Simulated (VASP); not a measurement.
Set up this calculation in VASP 6.6.1, as the native input.

```
Task                   : single point
Functional             : PBE
Dispersion             : D3(BJ)
Potentials or basis    : VASP PAW PBE potentials, release 64 (Ti_sv, Al)
Cutoff                 : 520 eV
k mesh                 : 6 × 6 × 6
Occupations            : gaussian, width 0.1 eV
Spin                   : no spin polarisation
Dipole correction      : no
Further INCAR settings : ALGO = Normal; EDIFF = 1e-06; NBANDS = 28
```

The structure of Ti3Al (d3) lies in POSCAR:

```
Ti3Al
1.0
    0.0000000000      3.2317810000      3.2317810000
    3.2317810000      0.0000000000      3.2317810000
    3.2317810000      3.2317810000      0.0000000000
Ti Al
3 1
Direct
    0.7500000000      0.7500000000      0.7500000000
    0.2500000000      0.2500000000      0.2500000000
    0.0000000000      0.0000000000      0.0000000000
    0.5000000000      0.5000000000      0.5000000000
```

One way to write it, as run:

INCAR

```
ALGO = Normal
EDIFF = 1E-6
ENCUT = 520
GGA = PE
ISIF = 2
ISMEAR = 0
IVDW = 12
LASPH = True
LCHARG = True
LELF = True
LREAL = False
LVHAR = True
LWAVE = False
NBANDS = 28
NELM = 60
PREC = Accurate
SIGMA = 0.1
```

KPOINTS

```
k-points
0
Gamma
  6 6 6
```

Potentials or basis: VASP PAW PBE potentials, release 64 (Ti_sv, Al).

Command:

```sh
$ cat potpaw_PBE.64/Ti_sv/POTCAR potpaw_PBE.64/Al/POTCAR > POTCAR
$ mpirun -np 1 vasp_std > vasp.out
```

Results of the run:

| Item | Value |
| --- | --- |
| Pressure | -6.6 GPa |
| Dispersion energy per atom | -0.538 eV |

Caveat: pairwise dispersion overbinds metals, which lowers pressure and volume.

Wall time 24 s on 1 thread of Intel(R) Xeon(R) 6975P-C (Granite Rapids), on a shared host, peak memory 0.21 GiB.
